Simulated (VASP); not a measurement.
# Li2ZnGeSe4 (I-42m) in VASP: further runs, part 2 of 2

VASP 6.6.1. The steps go on from the part before.

### 3 Single point, PBE (25.11 Å³/atom)

This run uses another cell than the first one, of 25.11 Å³/atom.

Contents of INCAR:

```
PREC = Accurate ; ENCUT = 520
EDIFF = 1E-6 ; ISMEAR = 0
SIGMA = 0.01 ; LREAL = False
LASPH = True ; NELM = 80
ALGO = Normal ; ISIF = 2
LWAVE = False ; LCHARG = False
GGA = PE ; NBANDS = 38
```

Contents of KPOINTS:

```
Automatic mesh
0
Gamma
  6 6 6
```

Contents of POSCAR:

```
Li2ZnGeSe4
1.0
   -2.8706101206      2.8706101206      6.0940452089
    2.8706101206     -2.8706101206      6.0940452089
    2.8706101206      2.8706101206     -6.0940452089
Li Zn Ge Se
2 1 1 4
Direct
    0.7500000000      0.2500000000      0.5000000000
    0.2500000000      0.7500000000      0.5000000000
    0.0000000000      0.0000000000      0.0000000000
    0.5000000000      0.5000000000      0.0000000000
    0.8624044664      0.8624044664      0.4837735353
    0.1375955336      0.6213690688      0.0000000000
    0.6213690688      0.1375955336      0.0000000000
    0.3786309312      0.3786309312      0.5162264647
```

Potentials or basis: VASP PAW PBE potentials, release 64 (Li_sv, Zn, Ge_d, Se).

Launch:

```
> cat potpaw_PBE.64/Li_sv/POTCAR potpaw_PBE.64/Zn/POTCAR potpaw_PBE.64/Ge_d/POTCAR potpaw_PBE.64/Se/POTCAR > POTCAR
> mpirun -np 1 vasp_std > vasp.out
```

OUTCAR:

```text
PREC = Accurate
   ENCUT = 520
   EDIFF = 1E-6
   ISMEAR = 0
   LREAL = False
   LASPH = True
   NELM = 80
   ISIF = 2
   GGA = PE

 ion  position               nearest neighbor table
   1  0.750  0.250  0.500-   8 2.57   6 2.57   7 2.57   5 2.57
   2  0.250  0.750  0.500-   8 2.57   7 2.57   6 2.57   5 2.57
   3  0.000  0.000  0.000-   5 2.56   7 2.56   6 2.56   8 2.56
   4  0.500  0.500  0.000-   5 2.45   6 2.45   7 2.45   8 2.45
   5  0.862  0.862  0.484-   4 2.45   3 2.56   2 2.57   1 2.57
   6  0.138  0.621  0.000-   4 2.45   3 2.56   2 2.57   1 2.57
   7  0.621  0.138  0.000-   4 2.45   3 2.56   1 2.57   2 2.57
   8  0.379  0.379  0.516-   4 2.45   3 2.56   1 2.57   2 2.57

  LATTYP: Found a body centered tetragonal cell.
 ALAT       =     5.7412202412
 C/A-ratio  =     2.1229094000

  Lattice vectors:

 A1 = (  -2.8706101206,   2.8706101206,   6.0940452089)
 A2 = (   2.8706101206,  -2.8706101206,   6.0940452089)
 A3 = (   2.8706101206,   2.8706101206,  -6.0940452089)

Analysis of symmetry for initial positions (statically):
=====================================================================
 Subroutine PRICEL returns:
 Original cell was already a primitive cell.

 Routine SETGRP: Setting up the symmetry group for a
 body centered tetragonal supercell.

 Subroutine GETGRP returns: Found  8 space group operations
 (whereof  8 operations were pure point group operations)
 out of a pool of 16 trial point group operations.

The static configuration has the point symmetry D_2d.

Analysis of symmetry for dynamics (positions and initial velocities):
=====================================================================
 Subroutine PRICEL returns:
 Original cell was already a primitive cell.

 Routine SETGRP: Setting up the symmetry group for a
 body centered tetragonal supercell.
[... 139 lines left out ...]
  Fermi-wavevector in a.u.,A,eV,Ry     =   1.069464  2.020994 15.561706  1.143753
  Thomas-Fermi vector in A             =   2.205144
   LORBIT       =      0    0 simple, 1 ext, 2 COOP (PROOUT), +10 PAW based schemes
   GGA     = PE    functional components
   LHFCALC =     F    Hartree Fock is set to
   AEXX    =    0.0000 exact exchange contribution
   IVDW    =     0    specifies the selected vdW correction
   LEPSILON=     F    determine dielectric tensor
   LRPA    =     F    only Hartree local field effects (RPA)
 non-spin polarized calculation
 Gauss-broadening in eV      SIGMA  =   0.01
  energy-cutoff  :      520.00
  volume of cell :      200.87
 maximum number of plane-waves:      5443
   NGX = 27   NGY = 27   NGZ = 27

 number of electron      55.9999973 magnetization

 Free energy of the ion-electron system (eV)
  ---------------------------------------------------
  ext. energy  EPLUGINS =         0.00000000
  ---------------------------------------------------
  free energy    TOTEN  =       -29.52922898 eV

  energy without entropy =      -29.52922898  energy(sigma->0) =      -29.52922898

 E-fermi :   0.9636     XC(G=0):  -8.3189

 val. band max:        0.8895983186   @ k =   0.0000   0.0000   0.0000
 cond. band min:       1.8600248735   @ k =   0.0000   0.0000   0.0000
 fundamental gap:      0.9704265549
 Fermi energy:         0.9636490597

 k-point     1 :       0.0000    0.0000    0.0000
  band No.  band energies     occupation
      1     -43.8279      2.00000
      2     -43.8274      2.00000
      3     -23.7484      2.00000
      4     -23.7484      2.00000
      5     -23.7422      2.00000
      6     -23.7264      2.00000
[... 973 lines left out ...]
     37       7.4896      0.00000
     38       7.8441      0.00000

 [... further k-points ...]

------------------------ aborting loop because EDIFF is reached ----------------------------------------

  FORCE on cell =-STRESS in cart. coord.  units (eV):
  Direction    XX          YY          ZZ          XY          YZ          ZX
  --------------------------------------------------------------------------------------
  -------------------------------------------------------------------------------------
  Total       -2.8217721     -2.8217721     -2.9620724      0.0000000      0.0000000      0.0000000
  in kB      -22.5070423    -22.5070423    -23.6261072      0.0000000      0.0000000      0.0000000
  external PRESSURE =     -22.8800639 kB  Pullay stress =       0.0000000 kB

 VOLUME and BASIS-vectors are now :
 -----------------------------------------------------------------------------
  energy-cutoff  :      520.00
  volume of cell :      200.87
      direct lattice vectors                 reciprocal lattice vectors
    -2.870610121  2.870610121  6.094045209     0.000000000  0.174179000  0.082047307
     2.870610121 -2.870610121  6.094045209     0.174179000  0.000000000  0.082047307
     2.870610121  2.870610121 -6.094045209     0.174179000  0.174179000  0.000000000

 POSITION                                       TOTAL-FORCE (eV/Angst)
 -----------------------------------------------------------------------------------
      0.00000      2.87061      3.04702        -0.000000      0.000000     -0.000000
      2.87061      0.00000      3.04702         0.000000     -0.000000     -0.000000
      0.00000      0.00000      0.00000         0.000000      0.000000     -0.000000
      0.00000      0.00000      6.09405         0.000000     -0.000000     -0.000000
      1.38873      1.38873      7.56293        -0.081967     -0.081967     -0.230091
      1.38873     -1.38873      4.62516        -0.081967      0.081967      0.230091
     -1.38873      1.38873      4.62516         0.081967     -0.081967      0.230091
      1.48188      1.48188      1.46888         0.081967      0.081967     -0.230091
 -----------------------------------------------------------------------------------
    total drift:                               -0.000011     -0.000011     -0.000012

  FREE ENERGIE OF THE ION-ELECTRON SYSTEM (eV)
  ---------------------------------------------------
  free  energy   TOTEN  =       -29.5292289830 eV

  energy  without entropy=      -29.5292289830  energy(sigma->0) =      -29.52922898
```

OSZICAR:

```text
N       E                     dE             d eps       ncg     rms          rms(c)
DAV:   1     0.477522473266E+03    0.47752E+03   -0.24699E+04  2744   0.191E+03
DAV:   2     0.465844097419E+02   -0.43094E+03   -0.41214E+03  2442   0.559E+02
DAV:   3    -0.225188947161E+02   -0.69103E+02   -0.68333E+02  2596   0.149E+02
DAV:   4    -0.304080561330E+02   -0.78892E+01   -0.78615E+01  3816   0.428E+01
DAV:   5    -0.308472143782E+02   -0.43916E+00   -0.43838E+00  3412   0.890E+00    0.661E+00
DAV:   6    -0.296133143034E+02    0.12339E+01   -0.22776E+00  3652   0.271E+01    0.479E+00
DAV:   7    -0.295272469710E+02    0.86067E-01   -0.12012E+00  2690   0.482E+00    0.204E+00
DAV:   8    -0.295239474608E+02    0.32995E-02   -0.61579E-02  2968   0.184E+00    0.680E-01
DAV:   9    -0.295273253744E+02   -0.33779E-02   -0.13463E-02  2824   0.666E-01    0.160E-01
DAV:  10    -0.295284740833E+02   -0.11487E-02   -0.28259E-03  3236   0.328E-01    0.107E-01
DAV:  11    -0.295291046881E+02   -0.63060E-03   -0.67361E-04  2594   0.124E-01    0.272E-02
DAV:  12    -0.295292130480E+02   -0.10836E-03   -0.12287E-04  2848   0.824E-02    0.127E-02
DAV:  13    -0.295292260693E+02   -0.13021E-04   -0.23280E-05  2900   0.381E-02    0.623E-03
DAV:  14    -0.295292286919E+02   -0.26227E-05   -0.58327E-06  2580   0.159E-02    0.200E-03
DAV:  15    -0.295292289830E+02   -0.29101E-06   -0.67947E-07  2034   0.496E-03
   1 F= -.29529229E+02 E0= -.29529229E+02  d E =-.811690E-28
```

Run time: 3.1 min. Hardware: 1 thread of Intel Xeon 6975P-C (Granite Rapids), shared host; peak memory 0.53 GiB.

Results:

| Quantity | Value |
| --- | --- |
| Free energy | -29.5292 eV |
| Largest force | 0.258 eV/Å |
| Band gap on the k mesh | 0.97 eV |

Forces in eV/Å, atoms in the order of the input:
```
Li   0.000  0.000  0.000
Li   0.000  0.000  0.000
Zn   0.000  0.000  0.000
Ge   0.000  0.000  0.000
Se  -0.082 -0.082 -0.230
Se  -0.082  0.082  0.230
Se   0.082 -0.082  0.230
Se   0.082  0.082 -0.230
```

Caveat: the cutoff is under 1.25 times the usual one of these potentials, so pressure, stress and relaxed cells hold a basis-set (Pulay) error. A k mesh can miss the band edges.

### 4 Single point, r2SCAN (21.62 Å³/atom)

This run uses another cell than the first one, of 21.62 Å³/atom.

Contents of POSCAR:

```
Li2ZnGeSe4
1.0
   -2.7238227867      2.7238227867      5.8291134293
    2.7238227867     -2.7238227867      5.8291134293
    2.7238227867      2.7238227867     -5.8291134293
Li Zn Ge Se
2 1 1 4
Direct
    0.7500000000      0.2500000000      0.5000000000
    0.2500000000      0.7500000000      0.5000000000
    0.0000000000      0.0000000000      0.0000000000
    0.5000000000      0.5000000000      0.0000000000
    0.8611687076      0.8611687076      0.4832628971
    0.1388312924      0.6220941894      0.0000000000
    0.6220941894      0.1388312924      0.0000000000
    0.3779058106      0.3779058106      0.5167371029
```

Contents of INCAR.step1:

```
SYSTEM = Li2ZnGeSe4
ALGO = Normal ; EDIFF = 1E-4
ENCUT = 520 ; GGA = PE
ISMEAR = 0 ; LASPH = .True.
LCHARG = .False. ; LREAL = .False.
LWAVE = .True. ; NBANDS = 38
NELM = 100 ; PREC = Accurate
SIGMA = 0.01
```

Contents of INCAR.step2:

```
SYSTEM = Li2ZnGeSe4
ALGO = Normal ; EDIFF = 1E-6
ENCUT = 520 ; ISIF = 2
ISMEAR = 0 ; ISTART = 1
LASPH = .True. ; LCHARG = .False.
LMIXTAU = .True. ; LREAL = .False.
LWAVE = .False. ; METAGGA = R2SCAN
NBANDS = 38 ; NELM = 100
PREC = Accurate ; SIGMA = 0.01
```

Contents of KPOINTS:

```
k-points
0
Gamma
  6 6 6
  0 0 0
```

Launch:

```
> cat potpaw_PBE.64/Li_sv/POTCAR potpaw_PBE.64/Zn/POTCAR potpaw_PBE.64/Ge_d/POTCAR potpaw_PBE.64/Se/POTCAR > POTCAR
> cp INCAR.step1 INCAR
> mpirun -np 1 vasp_std > vasp.out
> cp INCAR.step2 INCAR
> mpirun -np 1 vasp_std > vasp.out
```

Wall time 13 min (1 thread of Intel Xeon 6975P-C (Granite Rapids), shared host); peak memory 0.57 GiB.

The run converged. Its results:

```
Free energy            : -91.8391 eV
Largest force          : 0.411 eV/Å
Band gap on the k mesh : 1.92 eV (least direct gap 1.95 eV)
```

Forces on the atoms (eV/Å):
```
Li   0.000  0.000  0.000
Li   0.000  0.000  0.000
Zn   0.000  0.000  0.000
Ge   0.000  0.000  0.000
Se   0.118  0.118  0.376
Se   0.118 -0.118 -0.376
Se  -0.118  0.118 -0.376
Se  -0.118 -0.118  0.376
```

Levels at points of the mesh, in eV from the valence-band top:
```
           k point  band 26  band 27  band 28  band 29  band 30  band 31
(0.00, 0.00, 0.00)    -0.35     0.00     0.00     1.96     3.01     4.98
(0.50, 0.00, 0.00)    -1.24    -0.82    -0.74     3.34     4.47     4.96
(0.50, 0.50, 0.00)    -0.64    -0.29    -0.03     1.92     3.71     5.30
(0.50, 0.50, 0.50)    -1.40    -0.53    -0.53     2.42     3.36     3.36
```

Caveat: the cutoff is under 1.25 times the usual one of these potentials, so pressure, stress and relaxed cells hold a basis-set (Pulay) error; the PAW data sets were made with another functional, which shifts forces and pressure a little. A k mesh can miss the band edges.

### 5 Overview

```tsv
level	cell	gap on the mesh (eV)	largest force (eV/Å)
PBE	a = 7.253 Å, angles 133.8, 133.8, 67.3°, 8 atoms, atomic positions A	1.07	0.13
PBE	a = 7.322 Å, angles 133.8, 133.8, 67.3°, 8 atoms, atomic positions A	0.97	0.26
r2SCAN	a = 6.987 Å, angles 134.1, 134.1, 66.9°, 8 atoms, atomic positions B	1.92	0.41
```

Alike in all rows: task single point; potentials or basis VASP PAW PBE potentials, release 64 (Li_sv, Zn, Ge_d, Se); no spin polarisation; k mesh 6 × 6 × 6; cutoff (eV) 520; smearing gaussian 0.01 eV.

Caveats: the cutoff is under 1.25 times the usual one of these potentials, so pressure, stress and relaxed cells hold a basis-set (Pulay) error; the PAW data sets were made with another functional, which shifts forces and pressure a little (at least some runs).

Total energies depend on the potentials used, so only differences within one code and one set of settings carry meaning.
